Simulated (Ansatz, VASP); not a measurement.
**SnSe2 in VASP and in Ansatz**

```xyz
3
Lattice="3.6394 0.0000 0.0000 -1.8197 3.1518 0.0000 0.0000 0.0000 6.9880" Properties=species:S:1:pos:R:3 pbc="T T T"
Sn    0.0000    0.0000    0.0000
Se    0.0000    2.1012    1.5943
Se    1.8197    1.0506    5.3937
```

Change from the starting cell: strain -0.0600 x Voigt [1, 1, 0, 0, 0, 0], atoms carried along.

Alike in both runs: task single point; functional PBE; k mesh 12 × 12 × 4; occupations gaussian, width 0.05 eV; no spin polarisation.

|  | VASP | Ansatz |
| --- | --- | --- |
| version | VASP 6.6.1 | Ansatz 0.2.0 |
| potentials or method | VASP PAW PBE potentials, release 64 (Sn_d, Se), cutoff 520 eV | scalar-relativistic, plane waves, PAW |
| valence electrons in the cell | 26 | 46 |

|  | VASP | Ansatz | Ansatz less VASP |
| --- | --- | --- | --- |
| gap on the k mesh at the Fermi level (eV) | 0.56 | 0.57 | +0.004 |
| least direct gap on the mesh (eV) | 1.14 | 1.15 | +0.004 |
| pressure (GPa) | 9.1 | 9.0 | -0.11 |
| traceless stress, the component that is largest in VASP (GPa) | -3.31 | -3.33 | -0.024 |
| rms of the force components (eV/Å) | 0.414 | 0.404 | -0.0101 |

Atom by atom the forces differ by 0.010 eV/Å (rms over components). VASP's potentials hold 26 valence electrons a cell and Ansatz's 46, so a difference there can come from the potentials and not from the codes.
